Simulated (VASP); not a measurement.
Input of a VASP 6.6.1 run:

The input INCAR:

```
ALGO     = Normal         # electronic algorithm
EDIFF    = 1E-7           # SCF threshold, eV
ENCUT    = 520            # plane-wave cutoff, eV
GGA      = PE             # functional
ISIF     = 2              # what is computed and relaxed
ISMEAR   = 0              # smearing method
LASPH    = True           # aspherical terms in the spheres
LCHARG   = False          # write CHGCAR
LREAL    = False          # projectors in reciprocal space
LWAVE    = False          # write WAVECAR
NBANDS   = 24             # bands
NELM     = 80             # most SCF steps
PREC     = Accurate       # precision mode
SIGMA    = 0.05           # smearing width, eV
```

File KPOINTS:

```
k-points
0
Gamma
  14 14 14
```

Contents of POSCAR:

```
CoPtO2
1.0
    1.4503069367      0.8373351003      6.0106781757
   -1.4503069367      0.8373351003      6.0106781757
    0.0000000000     -1.6746702006      6.0106781757
Co Pt O
1 1 2
Direct
    0.5000000000      0.5000000000      0.5000000000
    0.0000000000      0.0000000000      0.0000000000
    0.8873156779      0.8873156779      0.8873156779
    0.1126843221      0.1126843221      0.1126843221
```

Potentials or basis: VASP PAW PBE potentials, release 64 (Co, Pt, O).

The run is started by

```sh
$ cat potpaw_PBE.64/Co/POTCAR potpaw_PBE.64/Pt/POTCAR potpaw_PBE.64/O/POTCAR > POTCAR
$ mpirun -np 1 vasp_std > vasp.out
```

Task: What does it give for the band gap on the k mesh?

Result: Zero (an odd number of electrons rules out a gap without spin polarisation).

Task: Estimate the largest force.

Result: 0.022 eV/Å.

Task: Estimate the pressure.

Result: -8.0 GPa.

Stress tensor (GPa, compression positive):
```
-8.05  0.00  0.00
 0.00 -8.05  0.00
 0.00  0.00 -7.82
```

Caveat: the cell stands under tension; spin-orbit coupling is left out, which moves the levels of the heavy elements; an odd number of electrons without spin polarisation forces a metal; a magnetic or distorted state may lie lower; the run has no spin polarisation, though such a crystal can be magnetic; semilocal functionals often make such compounds metallic where correlation or magnetic order opens a gap, which also shifts bond lengths. Spin polarisation is off, so any magnetic state and its effect on volume and gap are missing.
